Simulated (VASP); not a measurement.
AlH7: relaxation of cell and atoms with PBE

The system is AlH7.

```
CELL_PARAMETERS angstrom
2.60855 0.00000 0.00000
0.00000 5.61113 3.76571
0.00000 -5.61113 3.76571
ATOMIC_POSITIONS crystal
Al 0.50000 0.44192 0.44192
H 0.64361 0.15117 0.84963
H 0.35639 0.84963 0.15117
H 0.64361 0.84963 0.15117
H 0.35639 0.15117 0.84963
H 0.00000 0.28192 0.48423
H 0.00000 0.48423 0.28192
H 0.50000 0.65198 0.65198
```

| Property | Result |
| --- | --- |
| Program | VASP 6.6.1 |
| Task | relaxation of cell and atoms |
| Functional | PBE |
| Potentials or basis | VASP PAW PBE potentials, release 64 (Al, H) |
| Cutoff | 600 eV |
| k mesh | 10 × 4 × 4 |
| Occupations | gaussian, width 0.02 eV |
| Spin | no spin polarisation |
| Dipole correction | no |
| Further INCAR settings | ALGO = Normal; EDIFF = 1e-06; IBRION = 2; EDIFFG = -0.01; NSW = 100; ISIF = 3 |

| Property | Result |
| --- | --- |
| Relaxed volume | 13.78 Å³/atom |
| Relaxed cell | a = 2.608 Å, b = 6.760 Å, c = 6.760 Å, α = 112.27°, β = 90.00°, γ = 90.00° |
| Space group after relaxing (to 0.05 Å) | Amm2 (No. 38) |
| Energy gained by relaxing | 0.0 meV/atom |
| Ionic steps | 4 |
| Pressure after relaxing | 0.0 GPa |
| Largest force after relaxing | 0.009 eV/Å |
| Band gap on the k mesh | 3.13 eV, indirect (least direct gap 3.17 eV) |

Forces on the atoms (eV/Å):
```
Al   0.000  0.000 -0.002
H    0.005  0.000  0.000
H   -0.005  0.000  0.000
H    0.005  0.000  0.000
H   -0.005  0.000  0.000
H    0.000  0.008  0.004
H    0.000 -0.008  0.004
H    0.000  0.000 -0.005
```

Final structure:
```yaml
crystal:
  lattice:
    - [2.60782, 0.00000, 0.00000]
    - [0.00000, 5.61299, 3.76671]
    - [0.00000, -5.61299, 3.76671]
  atoms:
    - { symbol: Al, position: [0.50000, 0.44197, 0.44197] }
    - { symbol: H, position: [0.64346, 0.15116, 0.84963] }
    - { symbol: H, position: [0.35654, 0.84963, 0.15116] }
    - { symbol: H, position: [0.64346, 0.84963, 0.15116] }
    - { symbol: H, position: [0.35654, 0.15116, 0.84963] }
    - { symbol: H, position: [0.00000, 0.28202, 0.48422] }
    - { symbol: H, position: [0.00000, 0.48422, 0.28202] }
    - { symbol: H, position: [0.50000, 0.65185, 0.65185] }
```

Levels at points of the mesh, in eV from the valence-band top:
```
           k point  band 1  band 2  band 3  band 4  band 5  band 6  band 7  band 8  band 9  band 10
(0.00, 0.00, 0.00)   -7.11   -5.33   -5.14   -2.74   -1.85    4.64    5.51    6.06    8.38     9.52
(0.50, 0.00, 0.00)   -3.63   -3.22   -3.01   -0.86    0.00    3.18    5.28    5.81    6.18     6.48
(0.00, 0.50, 0.00)   -7.06   -5.42   -5.17   -2.70   -1.79    5.04    5.50    6.77    7.33     8.01
(0.50, 0.50, 0.00)   -3.63   -3.18   -3.04   -0.89   -0.02    3.20    5.18    5.77    5.98     6.91
(0.00, 0.50, 0.50)   -7.04   -5.35   -5.28   -2.63   -1.89    5.23    6.22    6.59    6.89     8.49
(0.50, 0.50, 0.50)   -3.62   -3.16   -3.06   -0.89   -0.05    3.13    5.49    5.79    6.02     6.36
```

Wall time 2.2 min on 1 thread of AMD EPYC 7R13 Processor (Zen 3) (shared host), peak memory 0.24 GiB.

A k mesh can miss the band edges. Expect the measured gap to be larger: semilocal functionals such as PBE lack the derivative discontinuity.
